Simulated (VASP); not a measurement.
# Al (Fm-3m) in VASP: a series of runs

Runs on Al. Level: PBE. Tasks: single point.

Program: VASP 6.6.1. These are calculated values, not measurements. Logs are shortened: lines on timing, memory, paths and dates and some standing lists are left out, and cuts for length are marked.

### 1 The cell of the first run

The structure is cubic, space group Fm-3m (No. 225). Conventional cell: a = 3.987 Å, b = 3.987 Å, c = 3.987 Å, α = 90.00°, β = 90.00°, γ = 90.00°. Al (site symmetry m-3m) has 12 Al at 2.82 Å within 3.7 Å.

### 2 Single point, PBE (volume scaled by 0.960)

INCAR reads:

```
  PREC = Accurate
  ENCUT = 520
  EDIFF = 1E-7
  ISMEAR = 0
  SIGMA = 0.05
  LREAL = False
  LASPH = True
  NELM = 60
  ALGO = Normal
  ISIF = 2
  LWAVE = False
  LCHARG = False
  GGA = PE
  NBANDS = 8
```

KPOINTS reads:

```
regular mesh
0
Gamma
  18 18 18
```

POSCAR reads:

```
Al
1.0
    0.0000000000      1.9937469743      1.9937469743
    1.9937469743      0.0000000000      1.9937469743
    1.9937469743      1.9937469743      0.0000000000
Al
1
Direct
    0.0000000000      0.0000000000      0.0000000000
```

Potentials or basis: VASP PAW PBE potentials, release 64 (Al).

The run is started by

```
$ cat potpaw_PBE.64/Al/POTCAR > POTCAR
$ mpirun -np 1 vasp_std > vasp.out
```

OUTCAR:

```text
PREC = Accurate
   ENCUT = 520
   EDIFF = 1E-7
   ISMEAR = 0
   LREAL = False
   LASPH = True
   NELM = 60
   ISIF = 2
   GGA = PE

 ion  position               nearest neighbor table
   1  0.000  0.000  0.000-

  LATTYP: Found a face centered cubic cell.
 ALAT       =     3.9874939486

  Lattice vectors:

 A1 = (   0.0000000000,   1.9937469743,   1.9937469743)
 A2 = (   1.9937469743,   0.0000000000,   1.9937469743)
 A3 = (   1.9937469743,   1.9937469743,   0.0000000000)

Analysis of symmetry for initial positions (statically):
=====================================================================
 Subroutine PRICEL returns:
 Original cell was already a primitive cell.

 Routine SETGRP: Setting up the symmetry group for a
 face centered cubic supercell.

 Subroutine GETGRP returns: Found 48 space group operations
[... 9 lines left out ...]

 Routine SETGRP: Setting up the symmetry group for a
 face centered cubic supercell.

 Subroutine GETGRP returns: Found 48 space group operations
[... 11 lines left out ...]
                                     Primitive cell

  volume of cell :      15.8504

  direct lattice vectors                    reciprocal lattice vectors
     0.000000000  1.993746974  1.993746974    -0.250784080  0.250784080  0.250784080
     1.993746974  0.000000000  1.993746974     0.250784080 -0.250784080  0.250784080
     1.993746974  1.993746974  0.000000000     0.250784080  0.250784080 -0.250784080

  length of vectors
     2.819584011  2.819584011  2.819584011     0.434370768  0.434370768  0.434370768

  position of ions in fractional coordinates (direct lattice)
     0.000000000  0.000000000  0.000000000

  ion indices of the primitive-cell ions
   primitive index   ion index
                 1           1

----------------------------------------------------------------------------------------

 KPOINTS: regular mesh

Automatic generation of k-mesh.
 Grid dimensions read from file:
 generate k-points for:   18   18   18

 Generating k-lattice:

  Cartesian coordinates                     Fractional coordinates (reciprocal lattice)
    -0.013932449  0.013932449  0.013932449     0.055555556  0.000000000  0.000000000
     0.013932449 -0.013932449  0.013932449     0.000000000  0.055555556  0.000000000
     0.013932449  0.013932449 -0.013932449     0.000000000  0.000000000  0.055555556

  Length of vectors
     0.024131709  0.024131709  0.024131709

  Shift w.r.t. Gamma in fractional coordinates (k-lattice)
     0.000000000  0.000000000  0.000000000

 Subroutine IBZKPT returns following result:
 ===========================================

 Found    195 irreducible k-points:

 Following reciprocal coordinates:
            Coordinates               Weight
  0.000000  0.000000  0.000000      1.000000
  0.055556  0.000000  0.000000      8.000000
  0.111111  0.000000  0.000000      8.000000
  0.166667  0.000000  0.000000      8.000000
  0.222222  0.000000  0.000000      8.000000
  0.277778  0.000000  0.000000      8.000000
[... 16 lines left out ...]
 -0.277778  0.055556  0.000000     24.000000
 -0.222222  0.055556  0.000000     24.000000
 [... further k-points ...]
   k-points           NKPTS =    195   k-points in BZ     NKDIM =    195   number of bands    NBANDS=      8
   number of dos      NEDOS =    301   number of ions     NIONS =      1
   total plane-waves  NPLWV =  13824
   dimension x,y,z NGX =    24 NGY =   24 NGZ =   24
   dimension x,y,z NGXF=    48 NGYF=   48 NGZF=   48
   ions per type =               1
   NGX,Y,Z   is equivalent  to a cutoff of  14.15, 14.15, 14.15 a.u.
   NGXF,Y,Z  is equivalent  to a cutoff of  28.30, 28.30, 28.30 a.u.
 SYSTEM =  unknown system
   PREC   = accura    normal or accurate (medium, high low for compatibility)
   ISTART =      0    job   : 0-new  1-cont  2-samecut
   ICHARG =      2    charge: 1-file 2-atom 10-const
   ISPIN  =      1    spin polarized calculation?
   LNONCOLLINEAR =      F non collinear calculations
   LSORBIT =      F    spin-orbit coupling
   LASPH  =      T    aspherical Exc in radial PAW
   ENCUT  =  520.0 eV  38.22 Ry    6.18 a.u.   5.24  5.24  5.24*2*pi/ulx,y,z
   NELM   =     60;   NELMIN=  2; NELMDL= -5     # of ELM steps
   EDIFF  = 0.1E-06   stopping-criterion for ELM
   LREAL  =      F    real-space projection
   EDIFFG = 0.1E-05   stopping-criterion for IOM
   NSW    =      0    number of steps for IOM
   IBRION =     -1    ionic relax: 0-MD 1-quasi-New 2-CG
   NFREE  =      0    steps in history (QN), initial steepest desc. (CG)
   ISIF   =      2    stress and relaxation
   ISYM   =      2    0-nonsym 1-usesym 2-fastsym
   POTIM  = 0.5000    time-step for ionic-motion
   TEBEG  =    0.0;   TEEND  =   0.0 temperature during run
   PSTRESS=    0.0 pullay stress
   NELECT =       3.0000    total number of electrons
   NUPDOWN=      -1.0000    fix difference up-down
   EMIN   =  10.00;   EMAX   =-10.00  energy-range for DOS
   EFERMI =   0.00;   METHOD = LEGACY
   ISMEAR =     0;   SIGMA  =   0.05  broadening in eV -4-tet -1-fermi 0-gaus
   EFERMI_NEDOS =   21; number of points for ismear=-14 and -15
   IALGO  =     38    algorithm
   IMIX   =      4    mixing-type and parameters
     AMIX     =   0.40;   BMIX     =  1.00
     AMIX_MAG =   1.60;   BMIX_MAG =  1.00
  volume/ion in A,a.u.               =      15.85       106.96
  Fermi-wavevector in a.u.,A,eV,Ry     =   0.939944  1.776236 12.020670  0.883494
  Thomas-Fermi vector in A             =   2.067306
   LORBIT       =      0    0 simple, 1 ext, 2 COOP (PROOUT), +10 PAW based schemes
   GGA     = PE    functional components
   LHFCALC =     F    Hartree Fock is set to
   AEXX    =    0.0000 exact exchange contribution
   IVDW    =     0    specifies the selected vdW correction
   LEPSILON=     F    determine dielectric tensor
   LRPA    =     F    only Hartree local field effects (RPA)
 non-spin polarized calculation
 Gauss-broadening in eV      SIGMA  =   0.05
  energy-cutoff  :      520.00
  volume of cell :       15.85
 maximum number of plane-waves:       444
 NGX is ok and might be reduce to    24
   NGX = 11   NGY = 11   NGZ = 11

 number of electron       3.0000000 magnetization

 Free energy of the ion-electron system (eV)
  ---------------------------------------------------
  ext. energy  EPLUGINS =         0.00000000
  ---------------------------------------------------
  free energy    TOTEN  =        -3.73687043 eV

  energy without entropy =       -3.73593347  energy(sigma->0) =       -3.73640195

 E-fermi :   8.4167     XC(G=0): -10.3428

 val. band max:        8.4006101972   @ k =   0.5000   0.4444   0.0556
 cond. band min:       8.4213050744   @ k =  -0.4444   0.3333   0.1111
 fundamental gap:      0.0206948772
 Fermi energy:         8.4166759623

 k-point     1 :       0.0000    0.0000    0.0000
  band No.  band energies     occupation
      1      -2.9893      2.00000
      2      21.2701      0.00000
      3      21.2701      0.00000
      4      21.2701      0.00000
      5      23.0714      0.00000
      6      23.0714      0.00000
      7      23.0714      0.00000
      8      25.1858      0.00000

 k-point     2 :       0.0556    0.0000    0.0000
  band No.  band energies     occupation
      1      -2.9032      2.00000
      2      19.7730      0.00000
      3      20.9927      0.00000
      4      20.9927      0.00000
      5      23.4852      0.00000
      6      23.4852      0.00000
      7      23.5800      0.00000
      8      26.1125      0.00000

 k-point     3 :       0.1111    0.0000    0.0000
  band No.  band energies     occupation
      1      -2.6450      2.00000
      2      17.5094      0.00000
      3      20.5046      0.00000
      4      20.5046      0.00000
      5      23.6010      0.00000
      6      24.3564      0.00000
      7      24.3564      0.00000
      8      26.7317      0.00000

 k-point     4 :       0.1667    0.0000    0.0000
  band No.  band energies     occupation
      1      -2.2157      2.00000
      2      15.2229      0.00000
      3      20.0662      0.00000
      4      20.0662      0.00000
      5      23.4160      0.00000
      6      24.9638      0.00000
      7      24.9638      0.00000
      8      26.0675      0.00000

 k-point     5 :       0.2222    0.0000    0.0000
  band No.  band energies     occupation
      1      -1.6171      2.00000
      2      13.0126      0.00000
      3      19.7405      0.00000
      4      19.7405      0.00000
      5      23.2297      0.00000
      6      24.0987      0.00000
      7      24.0987      0.00000
      8      27.0936      0.00000

 k-point     6 :       0.2778    0.0000    0.0000
  band No.  band energies     occupation
      1      -0.8512      2.00000
      2      10.9112      0.00000
      3      19.5456      0.00000
      4      19.5456      0.00000
      5      23.0709      0.00000
      6      23.0709      0.00000
      7      23.1195      0.00000
      8      27.1685      0.00000

 k-point     7 :       0.3333    0.0000    0.0000
  band No.  band energies     occupation
      1       0.0791      2.00000
      2       8.9348      0.00000
      3      19.4880      0.00000
      4      19.4880      0.00000
      5      22.1439      0.00000
      6      22.1439      0.00000
      7      23.1248      0.00000
      8      26.2182      0.00000

 k-point     8 :       0.3889    0.0000    0.0000
  band No.  band energies     occupation
      1       1.1703      2.00000
      2       7.0934      2.00000
      3      19.5702      0.00000
      4      19.5702      0.00000
      5      21.3489      0.00000
      6      21.3489      0.00000
      7      23.2647      0.00000
      8      25.3711      0.00000

 k-point     9 :       0.4444    0.0000    0.0000
  band No.  band energies     occupation
      1       2.4170      2.00000
      2       5.3957      2.00000
      3      19.7914      0.00000
      4      19.7914      0.00000
      5      20.6973      0.00000
      6      20.6973      0.00000
      7      23.5398      0.00000
      8      24.6600      0.00000

 k-point    10 :       0.5000    0.0000    0.0000
  band No.  band energies     occupation
      1       3.6712      2.00000
      2       3.9910      2.00000
      3      20.0737      0.00000
      4      20.0737      0.00000
      5      20.2712      0.00000
      6      20.2712      0.00000
      7      23.8159      0.00000
      8      24.2366      0.00000
[... 78 lines left out ...]
 k-point    18 :       0.4444    0.0556    0.0000
  band No.  band energies     occupation
      1       2.0585      2.00000
      2       6.0161      2.00000
      3      18.5903      0.00000
      4      19.1625      0.00000
      5      20.0620      0.00000
      6      22.1401      0.00000
      7      24.4365      0.00000
      8      25.4627      0.00000

 k-point    19 :       0.5000    0.0556    0.0000
  band No.  band energies     occupation
      1       3.3927      2.00000
      2       4.4314      2.00000
      3      18.6046      0.00000
      4      18.9123      0.00000
      5      20.3846      0.00000
      6      21.5808      0.00000
      7      24.7723      0.00000
      8      24.8833      0.00000

 k-point    20 :      -0.4444    0.0556    0.0000
  band No.  band energies     occupation
      1       2.9372      2.00000
      2       4.9369      2.00000
      3      18.1837      0.00000
      4      19.3797      0.00000
      5      20.8628      0.00000
      6      21.1627      0.00000
      7      24.3497      0.00000
      8      25.3433      0.00000

 k-point    21 :      -0.3889    0.0556    0.0000
  band No.  band energies     occupation
      1       1.6430      2.00000
      2       6.5814      2.00000
      3      17.9082      0.00000
      4      19.9925      0.00000
      5      20.8863      0.00000
      6      21.4865      0.00000
      7      24.0130      0.00000
      8      25.9972      0.00000

 k-point    22 :      -0.3333    0.0556    0.0000
  band No.  band energies     occupation
      1       0.4998      2.00000
      2       8.3737      1.77627
      3      17.7798      0.00000
      4      20.7224      0.00000
      5      20.7776      0.00000
      6      22.2480      0.00000
      7      23.8223      0.00000
      8      26.7649      0.00000

 k-point    23 :      -0.2778    0.0556    0.0000
  band No.  band energies     occupation
      1      -0.4840      2.00000
      2      10.3023      0.00000
      3      17.7984      0.00000
      4      20.7494      0.00000
      5      21.6495      0.00000
      6      23.1265      0.00000
      7      23.7825      0.00000
      8      27.5756      0.00000

 k-point    24 :      -0.2222    0.0556    0.0000
  band No.  band energies     occupation
      1      -1.3045      2.00000
      2      12.3566      0.00000
      3      17.9639      0.00000
      4      20.8820      0.00000
      5      22.6734      0.00000
      6      23.7545      0.00000
      7      24.2242      0.00000
      8      26.4626      0.00000

 [... further k-points ...]
[... 5 lines left out ...]
  --------------------------------------------------------------------------------------
  -------------------------------------------------------------------------------------
  Total        0.3239706      0.3239706      0.3239706     -0.0000000     -0.0000000      0.0000000
  in kB       32.7473464     32.7473464     32.7473464     -0.0000000     -0.0000000      0.0000000
  external PRESSURE =      32.7473464 kB  Pullay stress =       0.0000000 kB

 VOLUME and BASIS-vectors are now :
 -----------------------------------------------------------------------------
  energy-cutoff  :      520.00
  volume of cell :       15.85
      direct lattice vectors                 reciprocal lattice vectors
     0.000000000  1.993746974  1.993746974    -0.250784080  0.250784080  0.250784080
     1.993746974  0.000000000  1.993746974     0.250784080 -0.250784080  0.250784080
     1.993746974  1.993746974  0.000000000     0.250784080  0.250784080 -0.250784080

 POSITION                                       TOTAL-FORCE (eV/Angst)
 -----------------------------------------------------------------------------------
      0.00000      0.00000      0.00000         0.000000      0.000000      0.000000
 -----------------------------------------------------------------------------------
    total drift:                                0.000000     -0.000000     -0.000000

  FREE ENERGIE OF THE ION-ELECTRON SYSTEM (eV)
  ---------------------------------------------------
  free  energy   TOTEN  =        -3.7368704256 eV

  energy  without entropy=       -3.7359334650  energy(sigma->0) =       -3.73640195
```

It took 18 s on 1 thread of AMD EPYC 7R13, shared host; peak memory 0.14 GiB.

What came out:

```yaml
Free_energy: -3.7369 eV
Pressure: 3.3 GPa
```

### 3 Single point, PBE (volume scaled by 0.980)

INCAR reads:

```
ALGO     = Normal         # electronic algorithm
EDIFF    = 1E-7           # SCF threshold, eV
ENCUT    = 520            # plane-wave cutoff, eV
GGA      = PE             # functional
ISIF     = 2              # what is computed and relaxed
ISMEAR   = 0              # smearing method
LASPH    = T              # aspherical terms in the spheres
LCHARG   = T              # write CHGCAR
LELF     = T              # ELF
LREAL    = F              # projectors in reciprocal space
LVHAR    = T            
LWAVE    = F              # write WAVECAR
NBANDS   = 8              # bands
NELM     = 60             # most SCF steps
PREC     = Accurate       # precision mode
SIGMA    = 0.05           # smearing width, eV
```

KPOINTS reads:

```
k-points
0
Gamma
  18 18 18
```

POSCAR reads:

```
Al
1.0
    0.0000000000      2.0074973880      2.0074973880
    2.0074973880      0.0000000000      2.0074973880
    2.0074973880      2.0074973880      0.0000000000
Al
1
Direct
    0.0000000000      0.0000000000      0.0000000000
```

Potentials or basis: VASP PAW PBE potentials, release 64 (Al).

The run is started by

```
$ cat potpaw_PBE.64/Al/POTCAR > POTCAR
$ mpirun -np 1 vasp_std > vasp.out
```

It took 24 s on 1 thread of AMD EPYC 7R13, shared host; peak memory 0.14 GiB.

It converged, with:

```
Free energy : -3.7418 eV
Pressure    : 1.5 GPa
```

Levels at points of the mesh, in eV from the Fermi level:
```csv
k point,band 1,band 2,band 3,band 4,band 5
"(0.00, 0.00, 0.00)",-11.26,12.74,12.74,12.74,14.38
"(0.50, 0.00, 0.00)",-4.66,-4.40,11.56,11.56,11.63
"(0.50, 0.50, 0.00)",-2.96,-1.60,5.27,5.70,5.70
```
